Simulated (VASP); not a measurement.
Wanted: the native input for a VASP 6.6.1 run.

```
Task                   : single point
Functional             : PBE
Potentials or basis    : VASP PAW PBE potentials, release 64 (B, P)
Cutoff                 : 520 eV
k mesh                 : 15 × 15 × 15
Occupations            : fermi-dirac, width 0.08 eV
Spin                   : no spin polarisation
Dipole correction      : no
Further INCAR settings : ALGO = Normal; EDIFF = 1e-06; NBANDS = 11
```

The structure of BP (zincblende type) lies in POSCAR:

```
BP
1.0
    0.0000000000      2.0383179824      2.0383179824
    2.0383179824      0.0000000000      2.0383179824
    2.0383179824      2.0383179824      0.0000000000
B P
1 1
Direct
    0.0000000000      0.0000000000      0.0000000000
    0.2500000000      0.2500000000      0.2500000000
```

This cell differs from its parent crystal: volume scaled by 0.72.

The input as run:

INCAR

```
SYSTEM = BP
PREC = Accurate
ENCUT = 520
EDIFF = 1E-6
ISMEAR = -1
SIGMA = 0.08
LREAL = .FALSE.
LASPH = .TRUE.
NELM = 100
ALGO = Normal
ISIF = 2
LWAVE = .FALSE.
LCHARG = .FALSE.
GGA = PE
NBANDS = 11
```

KPOINTS

```
Automatic mesh
0
G
  15 15 15
  0 0 0
```

Potentials or basis: VASP PAW PBE potentials, release 64 (B, P).

Command:

```console
$ cat potpaw_PBE.64/B/POTCAR potpaw_PBE.64/P/POTCAR > POTCAR
$ mpirun -np 1 vasp_std > vasp.out
```

Results of the run:

- Pressure: 96.9 GPa
- Band gap on the k mesh: 0.63 eV, indirect (least direct gap 4.19 eV)

Wall time 10 s on 1 thread of Intel Xeon 6975P-C, on a shared host, peak memory 0.14 GiB.
